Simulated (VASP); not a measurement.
# Sn (I4_1/amd) in VASP: a series of runs, part 2 of 2

VASP 6.6.1. Earlier steps stand in the parts before.

## Step 3: Single point, LDA

This run uses another cell than the first one, of 26.09 Å³/atom.

INCAR

```
PREC     = Accurate       # precision mode
ENCUT    = 520            # plane-wave cutoff, eV
EDIFF    = 1E-6           # SCF threshold, eV
ISMEAR   = 1              # smearing method
SIGMA    = 0.1            # smearing width, eV
LREAL    = False          # projectors in reciprocal space
LASPH    = True           # aspherical terms in the spheres
NELM     = 100            # most SCF steps
ALGO     = Normal         # electronic algorithm
ISIF     = 2              # what is computed and relaxed
LWAVE    = False          # write WAVECAR
LCHARG   = True           # write CHGCAR
LELF     = True           # ELF
LVHAR    = True         
NBANDS   = 21             # bands
```

KPOINTS

```
regular mesh
0
Gamma
  10 10 10
```

POSCAR

```
Sn
1.0
   -2.8801845142      2.8801845142      1.5722595216
    2.8801845142     -2.8801845142      1.5722595216
    2.8801845142      2.8801845142     -1.5722595216
Sn
2
Direct
    0.0000000000      0.0000000000      0.0000000000
    0.7500000000      0.2500000000      0.5000000000
```

Potentials or basis: VASP PAW LDA potentials, release 64 (Sn_d).

Launch:

```sh
$ cat potpaw_LDA.64/Sn_d/POTCAR > POTCAR
$ mpirun -np 1 vasp_std > vasp.out
```

OUTCAR:

```text
PREC = Accurate
   ENCUT = 520
   EDIFF = 1E-6
   ISMEAR = 1
   LREAL = False
   LASPH = True
   NELM = 100
   ISIF = 2

 ion  position               nearest neighbor table
   1  0.000  0.000  0.000-   2 2.99   2 2.99   2 2.99   2 2.99   2 3.72   2 3.72   2 3.72   2 3.72

   2  0.750  0.250  0.500-   1 2.99   1 2.99   1 2.99   1 2.99   1 3.72   1 3.72   1 3.72   1 3.72

  LATTYP: Found a body centered tetragonal cell.
 ALAT       =     5.7603690284
 C/A-ratio  =     0.5458884713

  Lattice vectors:

 A1 = (  -2.8801845142,   2.8801845142,   1.5722595216)
 A2 = (   2.8801845142,  -2.8801845142,   1.5722595216)
 A3 = (   2.8801845142,   2.8801845142,  -1.5722595216)

Analysis of symmetry for initial positions (statically):
=====================================================================
 Subroutine PRICEL returns:
 Original cell was already a primitive cell.

 Routine SETGRP: Setting up the symmetry group for a
 body centered tetragonal supercell.

 Subroutine GETGRP returns: Found 16 space group operations
 (whereof  8 operations were pure point group operations)
 out of a pool of 16 trial point group operations.

The static configuration has the point symmetry D_2d.
 The point group associated with its full space group is D_4h.

Analysis of symmetry for dynamics (positions and initial velocities):
=====================================================================
 Subroutine PRICEL returns:
 Original cell was already a primitive cell.

 Routine SETGRP: Setting up the symmetry group for a
 body centered tetragonal supercell.

 Subroutine GETGRP returns: Found 16 space group operations
 (whereof  8 operations were pure point group operations)
 out of a pool of 16 trial point group operations.

The dynamic configuration has the point symmetry D_2d.
 The point group associated with its full space group is D_4h.

[... 106 lines left out ...]
   POTIM  = 0.5000    time-step for ionic-motion
   TEBEG  =    0.0;   TEEND  =   0.0 temperature during run
   PSTRESS=    0.0 pullay stress
   NELECT =      28.0000    total number of electrons
   NUPDOWN=      -1.0000    fix difference up-down
   EMIN   =  10.00;   EMAX   =-10.00  energy-range for DOS
   EFERMI =   0.00;   METHOD = LEGACY
   ISMEAR =     1;   SIGMA  =   0.10  broadening in eV -4-tet -1-fermi 0-gaus
   EFERMI_NEDOS =   21; number of points for ismear=-14 and -15
   IALGO  =     38    algorithm
   IMIX   =      4    mixing-type and parameters
     AMIX     =   0.40;   BMIX     =  1.00
     AMIX_MAG =   1.60;   BMIX_MAG =  1.00
  volume/ion in A,a.u.               =      26.09       176.03
  Fermi-wavevector in a.u.,A,eV,Ry     =   1.330411  2.514113 24.082230  1.769994
  Thomas-Fermi vector in A             =   2.459500
   LORBIT       =      0    0 simple, 1 ext, 2 COOP (PROOUT), +10 PAW based schemes
   GGA     = CA    functional components
   LHFCALC =     F    Hartree Fock is set to
   AEXX    =    0.0000 exact exchange contribution
   IVDW    =     0    specifies the selected vdW correction
   LEPSILON=     F    determine dielectric tensor
   LRPA    =     F    only Hartree local field effects (RPA)
 non-spin polarized calculation
 Methfessel and Paxton  Order N= 1 SIGMA  =   0.10
  energy-cutoff  :      520.00
  volume of cell :       52.17
 maximum number of plane-waves:      1422
   NGX = 17   NGY = 17   NGZ = 17

 number of electron      28.0000019 magnetization

 Free energy of the ion-electron system (eV)
  ---------------------------------------------------
  ext. energy  EPLUGINS =         0.00000000
  ---------------------------------------------------
  free energy    TOTEN  =        -8.97724723 eV

  energy without entropy =       -8.97676870  energy(sigma->0) =       -8.97708772

 E-fermi :   8.2216     XC(G=0): -10.7335

 val. band max:        8.2101112200   @ k =  -0.3000   0.3000   0.2000
 cond. band min:       8.2248604174   @ k =   0.2000   0.1000   0.0000
 fundamental gap:      0.0147491974
 Fermi energy:         8.2215822738

 k-point     1 :       0.0000    0.0000    0.0000
  band No.  band energies     occupation
      1     -13.4174      2.00000
      2     -13.3135      2.00000
      3     -13.2755      2.00000
      4     -13.2534      2.00000
      5     -13.0839      2.00000
      6     -13.0839      2.00000
[... 565 lines left out ...]
     20      17.5912      0.00000
     21      18.3641      0.00000

 [... further k-points ...]
[... 5 lines left out ...]
  --------------------------------------------------------------------------------------
  -------------------------------------------------------------------------------------
  Total        0.1727648      0.1727648     -0.1142914      0.0000000      0.0000000      0.0000000
  in kB        5.3056799      5.3056799     -3.5099382      0.0000000      0.0000000      0.0000000
  external PRESSURE =       2.3671406 kB  Pullay stress =       0.0000000 kB

 VOLUME and BASIS-vectors are now :
 -----------------------------------------------------------------------------
  energy-cutoff  :      520.00
  volume of cell :       52.17
      direct lattice vectors                 reciprocal lattice vectors
    -2.880184514  2.880184514  1.572259522     0.000000000  0.173599989  0.318013657
     2.880184514 -2.880184514  1.572259522     0.173599989  0.000000000  0.318013657
     2.880184514  2.880184514 -1.572259522     0.173599989  0.173599989  0.000000000

 POSITION                                       TOTAL-FORCE (eV/Angst)
 -----------------------------------------------------------------------------------
      0.00000      0.00000      0.00000         0.000000     -0.000000     -0.000000
     -0.00000      2.88018      0.78613        -0.000000      0.000000      0.000000
 -----------------------------------------------------------------------------------
    total drift:                                0.000000     -0.000000      0.000000

  FREE ENERGIE OF THE ION-ELECTRON SYSTEM (eV)
  ---------------------------------------------------
  free  energy   TOTEN  =        -8.9772472335 eV

  energy  without entropy=       -8.9767686967  energy(sigma->0) =       -8.97708772
```

Run time: 59 s. Hardware: 1 thread of Intel Xeon Platinum 8259CL at 2.50GHz (Skylake/Cascade Lake), shared host; peak memory 0.21 GiB.

What came out:

```
Free energy            : -8.9772 eV
Pressure               : 0.2 GPa
Band gap on the k mesh : zero (bands 14 and 15 overlap by 4.04 eV)
```

Stress tensor (GPa, compression positive):
```
 0.53  0.00  0.00
 0.00  0.53  0.00
 0.00  0.00 -0.35
```

Levels at points of the mesh, in eV from the Fermi level:
| k point | band 11 | band 12 | band 13 | band 14 | band 15 | band 16 | band 17 | band 18 |
| --- | --- | --- | --- | --- | --- | --- | --- | --- |
| (0.00, 0.00, 0.00) | -11.47 | -3.61 | -2.09 | -2.09 | 3.00 | 6.35 | 6.35 | 6.99 |
| (0.50, 0.00, 0.00) | -7.09 | -5.58 | -2.35 | -1.80 | -1.24 | 2.25 | 2.89 | 4.84 |
| (0.50, 0.50, 0.00) | -9.15 | -9.15 | 0.58 | 0.58 | 1.64 | 1.64 | 6.08 | 6.08 |
| (0.50, 0.50, 0.50) | -7.71 | -7.71 | -5.03 | -5.03 | 5.09 | 5.09 | 9.67 | 9.67 |

Caveat: spin-orbit coupling is left out, which moves the levels of the heavy elements.

## Step 4: Single point, LDA

This run uses another cell than the first one, of 27.17 Å³/atom.

INCAR

```
  PREC = Accurate
  ENCUT = 520
  EDIFF = 1E-6
  ISMEAR = 1
  SIGMA = 0.1
  LREAL = F
  LASPH = T
  NELM = 60
  ALGO = Normal
  ISIF = 2
  LWAVE = F
  LCHARG = F
  GGA = CA
  NBANDS = 21
```

KPOINTS is that of step 3.

POSCAR

```
Sn
1.0
   -2.9196440000      2.9196440000      1.5938000000
    2.9196440000     -2.9196440000      1.5938000000
    2.9196440000      2.9196440000     -1.5938000000
Sn
2
Direct
    0.0000000000      0.0000000000      0.0000000000
    0.7500000000      0.2500000000      0.5000000000
```

Launch:

```sh
$ cat potpaw_LDA.64/Sn_d/POTCAR > POTCAR
$ mpirun -np 1 vasp_std > vasp.out
```

It took 90 s on 1 thread of Intel Xeon Platinum 8259CL at 2.50GHz (Skylake/Cascade Lake), shared host; peak memory 0.22 GiB.

Results (log left out):

```yaml
Free_energy: -8.9654 eV
Pressure: -2.0 GPa
Band_gap_on_the_k_mesh: zero (bands 14 and 15 overlap by 3.85 eV)
```

Stress tensor (GPa, compression positive):
```
-1.75  0.00  0.00
 0.00 -1.75  0.00
 0.00  0.00 -2.61
```

Levels at points of the mesh, in eV from the Fermi level:
```
           k point  band 11  band 12  band 13  band 14  band 15  band 16  band 17  band 18
(0.00, 0.00, 0.00)   -11.15    -3.73    -1.97    -1.97     3.07     6.16     6.16     6.71
(0.50, 0.00, 0.00)    -7.00    -5.43    -2.37    -1.70    -1.16     2.29     2.80     4.65
(0.50, 0.50, 0.00)    -8.92    -8.92     0.60     0.60     1.56     1.56     5.91     5.91
(0.50, 0.50, 0.50)    -7.60    -7.60    -4.78    -4.78     4.96     4.96     9.27     9.27
```

Caveat: spin-orbit coupling is left out, which moves the levels of the heavy elements.

## Step 5: Single point, LDA

This run uses another cell than the first one, of 28.26 Å³/atom.

INCAR

```
  PREC = Accurate
  ENCUT = 520
  EDIFF = 1E-7
  ISMEAR = 1
  SIGMA = 0.1
  LREAL = False
  LASPH = True
  NELM = 60
  ALGO = Normal
  ISIF = 2
  LWAVE = False
  LCHARG = False
  NBANDS = 21
```

KPOINTS is that of step 4.

POSCAR

```
Sn
1.0
   -2.9580647744      2.9580647744      1.6147734578
    2.9580647744     -2.9580647744      1.6147734578
    2.9580647744      2.9580647744     -1.6147734578
Sn
2
Direct
    0.0000000000      0.0000000000      0.0000000000
    0.7500000000      0.2500000000      0.5000000000
```

Launch:

```sh
$ cat potpaw_LDA.64/Sn_d/POTCAR > POTCAR
$ mpirun -np 1 vasp_std > vasp.out
```

It took 88 s on 1 thread of Intel Xeon Platinum 8259CL at 2.50GHz (Skylake/Cascade Lake), shared host; peak memory 0.23 GiB.

It converged, with:

```yaml
Free_energy: -8.9262 eV
Pressure: -3.8 GPa
Band_gap_on_the_k_mesh: zero (bands 14 and 15 overlap by 3.67 eV)
```

Stress tensor (GPa, compression positive):
```
-3.53  0.00  0.00
 0.00 -3.53  0.00
 0.00  0.00 -4.39
```

Levels at points of the mesh, in eV from the Fermi level:
| k point | band 11 | band 12 | band 13 | band 14 | band 15 | band 16 | band 17 | band 18 |
| --- | --- | --- | --- | --- | --- | --- | --- | --- |
| (0.00, 0.00, 0.00) | -10.86 | -3.84 | -1.86 | -1.86 | 3.13 | 5.96 | 5.96 | 6.45 |
| (0.50, 0.00, 0.00) | -6.92 | -5.32 | -2.38 | -1.61 | -1.08 | 2.33 | 2.71 | 4.46 |
| (0.50, 0.50, 0.00) | -8.71 | -8.71 | 0.60 | 0.60 | 1.49 | 1.49 | 5.75 | 5.75 |
| (0.50, 0.50, 0.50) | -7.49 | -7.49 | -4.56 | -4.56 | 4.84 | 4.84 | 8.89 | 8.89 |

Caveat: the cell stands under tension; spin-orbit coupling is left out, which moves the levels of the heavy elements.

## Step 6: Single point, LDA

This run uses another cell than the first one, of 29.35 Å³/atom.

INCAR

```
SYSTEM = Sn
PREC = Accurate ; ENCUT = 520
EDIFF = 1E-7 ; ISMEAR = 1
SIGMA = 0.1 ; LREAL = .False.
LASPH = .True. ; NELM = 100
ALGO = Normal ; ISIF = 2
LWAVE = .False. ; LCHARG = .False.
GGA = CA ; NBANDS = 21
```

KPOINTS

```
Automatic mesh
0
Gamma
  10 10 10
  0 0 0
```

POSCAR

```
Sn
1.0
   -2.9955126077      2.9955126077      1.6352157983
    2.9955126077     -2.9955126077      1.6352157983
    2.9955126077      2.9955126077     -1.6352157983
Sn
2
Direct
    0.0000000000      0.0000000000      0.0000000000
    0.7500000000      0.2500000000      0.5000000000
```

Potentials or basis: VASP PAW LDA potentials, release 64 (Sn_d).

Launch:

```sh
$ cat potpaw_LDA.64/Sn_d/POTCAR > POTCAR
$ mpirun -np 1 vasp_std > vasp.out
```

Run time: 63 s. Hardware: 1 thread of Intel Xeon Platinum 8259CL at 2.50GHz (Skylake/Cascade Lake), shared host; peak memory 0.23 GiB.

The run converged. Its results:

- Free energy: -8.8657 eV
- Pressure: -5.2 GPa
- Band gap on the k mesh: zero (bands 14 and 15 overlap by 3.51 eV)

Stress tensor (GPa, compression positive):
```
-4.94  0.00  0.00
 0.00 -4.94  0.00
 0.00  0.00 -5.72
```

Levels at points of the mesh, in eV from the Fermi level:
```csv
k point,band 10,band 11,band 12,band 13,band 14,band 15,band 16,band 17,band 18,band 19
"(0.00, 0.00, 0.00)",-21.06,-10.60,-3.95,-1.77,-1.77,3.18,5.77,5.77,6.21,6.29
"(0.50, 0.00, 0.00)",-21.11,-6.85,-5.23,-2.38,-1.52,-1.01,2.36,2.62,4.28,7.01
"(0.50, 0.50, 0.00)",-21.16,-8.52,-8.52,0.61,0.61,1.42,1.42,5.58,5.58,9.19
"(0.50, 0.50, 0.50)",-21.22,-7.40,-7.40,-4.35,-4.35,4.71,4.71,8.53,8.53,12.27
```

Caveat: the cell stands under tension; spin-orbit coupling is left out, which moves the levels of the heavy elements.

## Step 7: Summary

```csv
cell,gap on the mesh (eV),pressure (GPa)
"a = 4.305 Å, angles 97.5, 97.5, 137.8°, 2 atoms",none,3.1
"a = 4.366 Å, angles 97.5, 97.5, 137.8°, 2 atoms",none,0.2
"a = 4.426 Å, angles 97.5, 97.5, 137.8°, 2 atoms",none,-2.0
"a = 4.484 Å, angles 97.5, 97.5, 137.8°, 2 atoms",none,-3.8
"a = 4.541 Å, angles 97.5, 97.5, 137.8°, 2 atoms",none,-5.2
```

Alike in all rows: task single point; level LDA; potentials or basis VASP PAW LDA potentials, release 64 (Sn_d); no spin polarisation; k mesh 10 × 10 × 10; cutoff (eV) 520; smearing methfessel-paxton 0.1 eV.

Caveats: spin-orbit coupling is left out, which moves the levels of the heavy elements; the cell stands under tension (at least some runs); the cell stands under pressure (at least some runs).

Total energies depend on the potentials used, so only differences within one code and one set of settings carry meaning.
